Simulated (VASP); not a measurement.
Here is a VASP 6.6.1 calculation.

File INCAR:

```
  PREC = Accurate
  ENCUT = 520
  EDIFF = 1E-7
  ISMEAR = -1
  SIGMA = 0.02
  LREAL = Auto
  LASPH = True
  NELM = 100
  ALGO = Normal
  ISIF = 2
  LWAVE = False
  LCHARG = False
  NBANDS = 154
```

Contents of KPOINTS:

```
regular mesh
0
Gamma
  1 1 1
```

POSCAR

```
CF4
1.0
    9.2862710000      0.0000000000      0.0000000000
    0.0000000000      9.2862710000      0.0000000000
    0.0000000000      0.0000000000      9.2862710000
C F
8 32
Direct
    0.2847106228      0.8785011766      0.5812020778
    0.5748809183      0.4808711699      0.3859137861
    0.6346788716      0.1622825782      0.9845502032
    0.7852883036      0.9373299573      0.4243360979
    0.9449433470      0.7279778934      0.8900450999
    0.1584597305      0.3387473831      0.7897680350
    1.0935821279      0.4440856830      0.3031895149
    0.4919843498      0.6663815863      0.9999385114
    0.1595042833      0.9542366360      0.5566712408
    0.2611812643      0.7528317879      0.5250439062
    0.3934733328      0.9389560137      0.5027098606
    0.3223145222      0.8601838133      0.7116527183
    0.6863788489      0.4609169816      0.3069046768
    0.5055958414      0.6024377277      0.3562463340
    0.4828848953      0.3623844275      0.3817786494
    0.6164045826      0.5065219398      0.5185504494
    0.6992365396      0.2806831720      0.9506506971
    0.6843543549      0.0540582975      0.8963339536
    0.6453290024      0.1362226022      1.1239172322
    0.4998023426      0.1754094835      0.9405066899
    0.6772040144      0.9361023386      0.3324046864
    0.7752196764      1.0472126002      0.5186581352
    0.7888634738      0.8233767892      0.5085895081
    0.8980246215      0.9434895880      0.3446054934
    1.0482679215      0.7937739487      0.8103360326
    1.0210664754      0.6579605527      0.9860039622
    0.8630913313      0.8274688516      0.9561426756
    0.8734830159      0.6377371498      0.8143527149
    0.0469294941      0.2476020784      0.7570746105
    0.1110241129      0.4634260620      0.8176802077
    0.2198837402      0.2898257008      0.9122929968
    0.2485066395      0.3321031661      0.6863680804
    1.1067628761      0.5606556173      0.2106873685
    0.9794243567      0.3660780522      0.2877796696
    1.1993404026      0.3699655115      0.2617735364
    1.0907499900      0.4802035176      0.4414043053
    0.4646967550      0.5785099315      0.8894312906
    0.5513515597      0.7871728060      0.9597286144
    0.3775573640      0.6846343382      1.0703650583
    0.5826666054      0.5918522085      1.0816182298
```

Potentials or basis: VASP PAW LDA potentials, release 64 (C, F).

The run is started by

```bash
$ cat potpaw_LDA.64/C/POTCAR potpaw_LDA.64/F/POTCAR > POTCAR
$ mpirun -np 1 vasp_gam > vasp.out
```

Task: What does it give for the largest force?

Result: 4.242 eV/Å.

Task: Estimate the band gap on the k mesh.

Result: 8.40 eV.

Task: Estimate the pressure.

Result: 1.6 GPa.

Forces in eV/Å, atoms in the order of the input:
```
C   -0.602  0.854 -3.367
C   -1.967  0.007  1.613
C   -0.729 -1.333 -2.067
C   -0.850  0.545  1.275
C    2.194  1.680  0.858
C   -1.060 -3.546  1.774
C   -0.551  2.098 -0.583
C    1.741 -2.129 -0.851
F    1.508 -0.039  1.095
F   -0.321 -1.886 -0.778
F   -0.748  0.215  0.904
F    0.177  0.824  2.149
F    0.821 -0.518 -1.324
F   -0.791 -0.163 -1.512
F    1.305  1.746 -0.182
F    0.635 -1.073  1.556
F    1.309  1.259  0.114
F    0.533  0.380  1.556
F    0.047 -0.363 -0.459
F   -1.180  0.115  0.842
F   -1.241 -0.088  0.341
F    0.011  0.377 -0.937
F   -0.211 -1.252 -0.126
F    2.277  0.370 -0.517
F   -0.942  0.399 -0.522
F   -0.073 -0.652  1.359
F    0.127 -0.648 -0.708
F   -1.443 -0.586 -1.093
F    0.458  0.652  0.232
F   -0.925  2.631 -0.206
F    0.121 -0.232 -0.238
F    1.505  0.393 -1.650
F   -1.507 -0.139  1.583
F   -2.264 -0.381 -1.123
F    3.411 -2.507  0.265
F    1.004  0.863  0.047
F   -0.156  0.369 -1.027
F    0.194  0.696 -0.467
F   -2.934  1.094  1.561
F    1.119 -0.033  0.618
```

Caveat: the k points lie up to 0.68 Å⁻¹ apart; the atoms stand as in a frame of molecular dynamics.
